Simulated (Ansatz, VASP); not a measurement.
Two plane-wave programs on Ag

```
Ag
1.0
     2.70771    0.00000    0.00000
     0.00000    2.70771    0.00000
     0.00000    0.00000    2.70771
Ag
1
Direct
  0.50000 0.50000 0.50000
```

Alike in both runs: task relaxation of cell and atoms; functional PBE; dispersion D3(BJ); k mesh 20 × 20 × 20; occupations gaussian, width 0.1 eV; no spin polarisation.

|  | VASP | Ansatz |
| --- | --- | --- |
| version | VASP 6.6.1 | Ansatz 0.2.0 |
| potentials or method | VASP PAW PBE potentials, release 64 (Ag), cutoff 600 eV | scalar-relativistic, plane waves, PAW |
| valence electrons in the cell | 11 | 19 |

Ansatz gave:

- gap on the k mesh at the Fermi level, each at its own relaxed structure (eV): none
- relaxed volume (Å³/atom): 19.71
- relaxed cell length with the largest relative difference (Å): 2.701

What did VASP give for the same quantities?

gap on the k mesh at the Fermi level, each at its own relaxed structure (eV): none; relaxed volume (Å³/atom): 19.66; relaxed cell length with the largest relative difference (Å): 2.699.

A gap of «none» marks a metal or a gap that the smearing closes. VASP's potentials hold 11 valence electrons a cell and Ansatz's 19, so a difference there can come from the potentials and not from the codes.
